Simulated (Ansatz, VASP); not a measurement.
**P: VASP beside Ansatz**

```
CELL_PARAMETERS angstrom
4.27290 0.00000 0.00000
0.00000 4.27290 0.00000
0.00000 0.00000 4.33422
ATOMIC_POSITIONS crystal
P 0.00000 0.00000 0.00000
```

Change from the starting cell: zz strain of -1 %, PAW files.

Alike in both runs: task electric field gradients; functional PBEsol; k mesh 10 × 10 × 9; occupations fermi-dirac, width 0.08 eV; no spin polarisation.

```csv
,VASP,Ansatz
version,VASP 6.6.1,Ansatz 0.2.0
potentials or method,"VASP PAW PBE potentials, release 64 (P)","PAW with Ansatz's default frozen-core files, scalar-relativistic"
plane-wave cutoff (eV),400,420
valence electrons in the cell,5,5
```

|  | VASP | Ansatz | Ansatz less VASP |
| --- | --- | --- | --- |
| pressure (GPa) | -3.9 | -3.9 | 0.00 |
| traceless stress, the component that is largest in VASP (GPa) | 0.20 | 0.20 | 0.000 |
| size of Vzz on the site where it differs most (V/Å²) | 0.3 | 0.3 | -0.02 |

VASP's potentials were made for PBE, not for PBEsol. The functional is the same, so the differences come from potentials, cutoffs and numerics.
